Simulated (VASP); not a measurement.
# Si2Ni (Fm-3m) in VASP: notebook

Runs on Si2Ni. Level: PBE. Tasks: single point.

All numbers are computed with VASP 6.6.1; they aren't measurements. Logs are shortened: lines on timing, memory, paths and dates and some standing lists are left out, and cuts for length are marked.

### 1 The cell of the first run

It takes space group Fm-3m (No. 225, cubic). The conventional cell has a = 5.219 Å, b = 5.219 Å, c = 5.219 Å, α = 90.00°, β = 90.00°, γ = 90.00°. Si (site symmetry -43m) has 4 Ni at 2.26 Å and 6 Si at 2.61 Å within 3.0 Å. Within 3.0 Å of Ni (site symmetry m-3m) lie 8 Si at 2.26 Å.

### 2 Single point, PBE, collinear spin, ferromagnetic start (11.85 Å³/atom)

The input, INCAR:

```
PREC = Accurate ; ENCUT = 520
EDIFF = 1E-6 ; ISMEAR = 0
SIGMA = 0.15 ; LREAL = False
LASPH = True ; NELM = 150
ALGO = Normal ; ISIF = 2
LWAVE = False ; LCHARG = False
ISPIN = 2 ; MAGMOM = 0 0 0.375
LORBIT = 11 ; NUPDOWN = 0.375
LMAXMIX = 4 ; GGA = PE
NBANDS = 20
```

The input, KPOINTS:

```
regular mesh
0
Gamma
  14 14 14
```

The input, POSCAR:

```
Si2Ni
1.0
    0.0000000000      2.6095555680      2.6095555680
    2.6095555680      0.0000000000      2.6095555680
    2.6095555680      2.6095555680      0.0000000000
Si Ni
2 1
Direct
    0.2500000000      0.2500000000      0.2500000000
    0.7500000000      0.7500000000      0.7500000000
    0.0000000000      0.0000000000      0.0000000000
```

Potentials or basis: VASP PAW PBE potentials, release 64 (Si, Ni).

On the command line:

```sh
cat potpaw_PBE.64/Si/POTCAR potpaw_PBE.64/Ni/POTCAR > POTCAR
mpirun -np 1 vasp_std > vasp.out
```

OUTCAR:

```text
PREC = Accurate
   ENCUT = 520
   EDIFF = 1E-6
   ISMEAR = 0
   LREAL = False
   LASPH = True
   NELM = 150
   ISIF = 2
   ISPIN = 2
   LORBIT = 11
   NUPDOWN = 0.375
   GGA = PE

 ion  position               nearest neighbor table
   1  0.250  0.250  0.250-   3 2.26   3 2.26   3 2.26   3 2.26   2 2.61   2 2.61   2 2.61   2 2.61
                             2 2.61   2 2.61
   2  0.750  0.750  0.750-   3 2.26   3 2.26   3 2.26   3 2.26   1 2.61   1 2.61   1 2.61   1 2.61
                             1 2.61   1 2.61
   3  0.000  0.000  0.000-   2 2.26   2 2.26   2 2.26   1 2.26   2 2.26   1 2.26   1 2.26   1 2.26

  LATTYP: Found a face centered cubic cell.
 ALAT       =     5.2191111360

  Lattice vectors:

 A1 = (   0.0000000000,   2.6095555680,   2.6095555680)
 A2 = (   2.6095555680,   0.0000000000,   2.6095555680)
 A3 = (   2.6095555680,   2.6095555680,   0.0000000000)

Analysis of symmetry for initial positions (statically):
=====================================================================
 Subroutine PRICEL returns:
 Original cell was already a primitive cell.

 Routine SETGRP: Setting up the symmetry group for a
 face centered cubic supercell.

 Subroutine GETGRP returns: Found 48 space group operations
 (whereof 48 operations were pure point group operations)
 out of a pool of 48 trial point group operations.

The static configuration has the point symmetry O_h .

Analysis of symmetry for dynamics (positions and initial velocities):
=====================================================================
 Subroutine PRICEL returns:
 Original cell was already a primitive cell.

 Routine SETGRP: Setting up the symmetry group for a
 face centered cubic supercell.

 Subroutine GETGRP returns: Found 48 space group operations
 (whereof 48 operations were pure point group operations)
 out of a pool of 48 trial point group operations.

The dynamic configuration has the point symmetry O_h .

Analysis of structural, dynamic, and magnetic symmetry:
=====================================================================
 Subroutine PRICEL returns:
 Original cell was already a primitive cell.

 Routine SETGRP: Setting up the symmetry group for a
 face centered cubic supercell.

 Subroutine GETGRP returns: Found 48 space group operations
 (whereof 48 operations were pure point group operations)
 out of a pool of 48 trial point group operations.

The overall configuration has the point symmetry O_h .

 Subroutine INISYM returns: Found 48 space group operations
 (whereof 48 operations are pure point group operations),
 and found     1 'primitive' translations

----------------------------------------------------------------------------------------

                                     Primitive cell

  volume of cell :      35.5410

  direct lattice vectors                    reciprocal lattice vectors
     0.000000000  2.609555568  2.609555568    -0.191603508  0.191603508  0.191603508
     2.609555568  0.000000000  2.609555568     0.191603508 -0.191603508  0.191603508
     2.609555568  2.609555568  0.000000000     0.191603508  0.191603508 -0.191603508

  length of vectors
     3.690468876  3.690468876  3.690468876     0.331867010  0.331867010  0.331867010

  position of ions in fractional coordinates (direct lattice)
     0.250000000  0.250000000  0.250000000
     0.750000000  0.750000000  0.750000000
     0.000000000  0.000000000  0.000000000

  ion indices of the primitive-cell ions
   primitive index   ion index
                 1           1
                 2           2
                 3           3

----------------------------------------------------------------------------------------

 KPOINTS: regular mesh

Automatic generation of k-mesh.
 Grid dimensions read from file:
 generate k-points for:   14   14   14

 Generating k-lattice:

  Cartesian coordinates                     Fractional coordinates (reciprocal lattice)
    -0.013685965  0.013685965  0.013685965     0.071428571  0.000000000  0.000000000
     0.013685965 -0.013685965  0.013685965     0.000000000  0.071428571  0.000000000
     0.013685965  0.013685965 -0.013685965     0.000000000  0.000000000  0.071428571

  Length of vectors
     0.023704786  0.023704786  0.023704786

  Shift w.r.t. Gamma in fractional coordinates (k-lattice)
     0.000000000  0.000000000  0.000000000

 Subroutine IBZKPT returns following result:
 ===========================================

 Found    104 irreducible k-points:

 Following reciprocal coordinates:
            Coordinates               Weight
  0.000000  0.000000  0.000000      1.000000
  0.071429  0.000000  0.000000      8.000000
  0.142857  0.000000  0.000000      8.000000
  0.214286  0.000000  0.000000      8.000000
  0.285714  0.000000  0.000000      8.000000
  0.357143  0.000000  0.000000      8.000000
[... 16 lines left out ...]
  0.214286  0.142857  0.000000     24.000000
  0.285714  0.142857  0.000000     24.000000
 [... further k-points ...]
   k-points           NKPTS =    104   k-points in BZ     NKDIM =    104   number of bands    NBANDS=     20
   number of dos      NEDOS =    301   number of ions     NIONS =      3
   total plane-waves  NPLWV =  21952
   dimension x,y,z NGX =    28 NGY =   28 NGZ =   28
   dimension x,y,z NGXF=    56 NGYF=   56 NGZF=   56
   ions per type =               2   1
   NGX,Y,Z   is equivalent  to a cutoff of  12.61, 12.61, 12.61 a.u.
   NGXF,Y,Z  is equivalent  to a cutoff of  25.23, 25.23, 25.23 a.u.
 SYSTEM =  unknown system
   PREC   = accura    normal or accurate (medium, high low for compatibility)
   ISTART =      0    job   : 0-new  1-cont  2-samecut
   ICHARG =      2    charge: 1-file 2-atom 10-const
   ISPIN  =      2    spin polarized calculation?
   LNONCOLLINEAR =      F non collinear calculations
   LSORBIT =      F    spin-orbit coupling
   LASPH  =      T    aspherical Exc in radial PAW
   ENCUT  =  520.0 eV  38.22 Ry    6.18 a.u.   6.86  6.86  6.86*2*pi/ulx,y,z
   NELM   =    150;   NELMIN=  2; NELMDL= -5     # of ELM steps
   EDIFF  = 0.1E-05   stopping-criterion for ELM
   LREAL  =      F    real-space projection
   EDIFFG = 0.1E-04   stopping-criterion for IOM
   NSW    =      0    number of steps for IOM
   IBRION =     -1    ionic relax: 0-MD 1-quasi-New 2-CG
   NFREE  =      0    steps in history (QN), initial steepest desc. (CG)
   ISIF   =      2    stress and relaxation
   ISYM   =      2    0-nonsym 1-usesym 2-fastsym
   POTIM  = 0.5000    time-step for ionic-motion
   TEBEG  =    0.0;   TEEND  =   0.0 temperature during run
   PSTRESS=    0.0 pullay stress
   NELECT =      18.0000    total number of electrons
   NUPDOWN=       0.3750    fix difference up-down
   EMIN   =  10.00;   EMAX   =-10.00  energy-range for DOS
   EFERMI =   0.00;   METHOD = LEGACY
   ISMEAR =     0;   SIGMA  =   0.15  broadening in eV -4-tet -1-fermi 0-gaus
   EFERMI_NEDOS =   21; number of points for ismear=-14 and -15
   IALGO  =     38    algorithm
   IMIX   =      4    mixing-type and parameters
     AMIX     =   0.40;   BMIX     =  1.00
     AMIX_MAG =   1.60;   BMIX_MAG =  1.00
  volume/ion in A,a.u.               =      11.85        79.95
  Fermi-wavevector in a.u.,A,eV,Ry     =   1.304936  2.465971 23.168779  1.702857
  Thomas-Fermi vector in A             =   2.435838
   LORBIT       =     11    0 simple, 1 ext, 2 COOP (PROOUT), +10 PAW based schemes
   GGA     = PE    functional components
   LHFCALC =     F    Hartree Fock is set to
   AEXX    =    0.0000 exact exchange contribution
   IVDW    =     0    specifies the selected vdW correction
   LEPSILON=     F    determine dielectric tensor
   LRPA    =     F    only Hartree local field effects (RPA)
 spin polarized calculation
 Gauss-broadening in eV      SIGMA  =   0.15
  energy-cutoff  :      520.00
  volume of cell :       35.54
 maximum number of plane-waves:       982
   NGX = 13   NGY = 13   NGZ = 13

 number of electron      18.0000006 magnetization       0.3750000

 Free energy of the ion-electron system (eV)
  ---------------------------------------------------
  ext. energy  EPLUGINS =         0.00000000
  ---------------------------------------------------
  free energy    TOTEN  =       -16.96662734 eV

  energy without entropy =      -16.95797143  energy(sigma->0) =      -16.96229939

 E-fermi :  11.5294     XC(G=0): -12.0812

 val. band max:       12.4957351762   @ k =   0.5000   0.2143   0.0000
 cond. band min:      11.5584839969   @ k =   0.2857   0.0000   0.0000
 fundamental gap:     -0.9372511792
 Fermi energy:        12.5069164672

 spin component 1

 k-point     1 :       0.0000    0.0000    0.0000
  band No.  band energies     occupation
      1      -2.8591      1.00000
      2       6.0717      1.00000
      3       6.0717      1.00000
      4       6.0717      1.00000
      5       7.8916      1.00000
      6       7.8916      1.00000
[... 12 lines left out ...]
     19      21.4999      0.00000
     20      26.7223      0.00000
[... 507 lines left out ...]
 k-point    24 :       0.2857    0.1429    0.0000
  band No.  band energies     occupation
      1      -1.6728      1.00000
      2       4.6733      1.00000
      3       6.2657      1.00000
      4       6.3008      1.00000
      5       7.3202      1.00000
      6       8.0497      1.00000
[... 12 lines left out ...]
     19      25.9397      0.00000
     20      28.2308      0.00000

 [... further k-points ...]

 spin component 2

 k-point     1 :       0.0000    0.0000    0.0000
  band No.  band energies     occupation
      1      -2.7602      1.00000
      2       6.2346      1.00000
      3       6.2346      1.00000
      4       6.2346      1.00000
      5       8.0118      1.00000
      6       8.0118      1.00000
[... 12 lines left out ...]
     19      21.5934      0.00000
     20      26.8174      0.00000
[... 507 lines left out ...]
 k-point    24 :       0.2857    0.1429    0.0000
  band No.  band energies     occupation
      1      -1.5732      1.00000
      2       4.8073      1.00000
      3       6.4204      1.00000
      4       6.4587      1.00000
      5       7.4379      1.00000
      6       8.1746      1.00000
[... 12 lines left out ...]
     19      26.0384      0.00000
     20      28.3474      0.00000

 [... further k-points ...]
[... 5 lines left out ...]
  --------------------------------------------------------------------------------------
  -------------------------------------------------------------------------------------
  Total        5.6275037      5.6275037      5.6275037      0.0000000      0.0000000     -0.0000000
  in kB      253.6861317    253.6861317    253.6861317      0.0000000      0.0000000     -0.0000000
  external PRESSURE =     253.6861317 kB  Pullay stress =       0.0000000 kB

 VOLUME and BASIS-vectors are now :
 -----------------------------------------------------------------------------
  energy-cutoff  :      520.00
  volume of cell :       35.54
      direct lattice vectors                 reciprocal lattice vectors
     0.000000000  2.609555568  2.609555568    -0.191603508  0.191603508  0.191603508
     2.609555568  0.000000000  2.609555568     0.191603508 -0.191603508  0.191603508
     2.609555568  2.609555568  0.000000000     0.191603508  0.191603508 -0.191603508

 POSITION                                       TOTAL-FORCE (eV/Angst)
 -----------------------------------------------------------------------------------
      1.30478      1.30478      1.30478        -0.000000     -0.000000      0.000000
      3.91433      3.91433      3.91433         0.000000      0.000000      0.000000
      0.00000      0.00000      0.00000        -0.000000     -0.000000     -0.000000
 -----------------------------------------------------------------------------------
    total drift:                               -0.000000     -0.000000      0.000000

  FREE ENERGIE OF THE ION-ELECTRON SYSTEM (eV)
  ---------------------------------------------------
  free  energy   TOTEN  =       -16.9666273429 eV

  energy  without entropy=      -16.9579714281  energy(sigma->0) =      -16.96229939

 total charge

# of ion       s       p       d       tot
------------------------------------------
    1        0.732   0.920   0.000   1.653
    2        0.732   0.920   0.000   1.653
    3        0.619   0.956   8.525  10.100
--------------------------------------------------
tot          2.084   2.797   8.525  13.405

 magnetization (x)

# of ion       s       p       d       tot
------------------------------------------
    1        0.030   0.019   0.000   0.049
    2        0.030   0.019   0.000   0.049
    3        0.001   0.022   0.163   0.186
--------------------------------------------------
tot          0.062   0.060   0.163   0.285
```

Run time: 3.6 min. Hardware: 1 thread of Intel Xeon 8259CL, shared host; peak memory 0.25 GiB.

Results:

| Quantity | Value |
| --- | --- |
| Free energy | -16.9666 eV |
| Pressure | 25.4 GPa |
| Net moment | 0.38 μB per cell |
| Site moments | Si +0.05; Ni +0.19 μB |
| Valence electrons inside the program's atomic spheres | Si 1.65; Ni 10.10 |

Caveat: the cell stands under pressure; the total moment is fixed, so each spin has its own Fermi level and the state may be an excited one.

### 3 Single point, PBE, collinear spin, ferromagnetic start (15.08 Å³/atom)

This run uses another cell than the first one, of 15.08 Å³/atom.

The input, INCAR:

```
PREC     = Accurate       # precision mode
ENCUT    = 520            # plane-wave cutoff, eV
EDIFF    = 1E-6           # SCF threshold, eV
ISMEAR   = 0              # smearing method
SIGMA    = 0.15           # smearing width, eV
LREAL    = False          # projectors in reciprocal space
LASPH    = True           # aspherical terms in the spheres
NELM     = 150            # most SCF steps
ALGO     = Normal         # electronic algorithm
ISIF     = 2              # what is computed and relaxed
LWAVE    = False          # write WAVECAR
LCHARG   = False          # write CHGCAR
ISPIN    = 2              # spin polarisation
MAGMOM   = 0 0 0.25       # initial moments
LORBIT   = 11             # projections on sites
NUPDOWN  = 0.25           # fixed moment
LMAXMIX  = 4              # l up to which the mixer works
GGA      = PE             # functional
NBANDS   = 20             # bands
```

KPOINTS is that of step 2.

The input, POSCAR:

```
Si2Ni
1.0
    0.0000000000      2.8279930165      2.8279930165
    2.8279930165      0.0000000000      2.8279930165
    2.8279930165      2.8279930165      0.0000000000
Si Ni
2 1
Direct
    0.2500000000      0.2500000000      0.2500000000
    0.7500000000      0.7500000000      0.7500000000
    0.0000000000      0.0000000000      0.0000000000
```

Potentials or basis: VASP PAW PBE potentials, release 64 (Si, Ni).

On the command line:

```sh
cat potpaw_PBE.64/Si/POTCAR potpaw_PBE.64/Ni/POTCAR > POTCAR
mpirun -np 1 vasp_std > vasp.out
```

It took 84 s on 1 thread of Intel Xeon 6975P-C (Granite Rapids), shared host; peak memory 0.28 GiB.

The run converged. Its results:

```yaml
Free_energy: -17.1378 eV
Pressure: -12.5 GPa
Net_moment: 0.25 μB per cell
Site_moments: Si +0.03; Ni +0.13 μB
Valence_electrons_inside_the_program's_atomic_spheres: Si 1.52; Ni 9.50
```

Caveat: the cell stands under tension; the total moment is fixed, so each spin has its own Fermi level and the state may be an excited one.

[end of part 1 of 2]
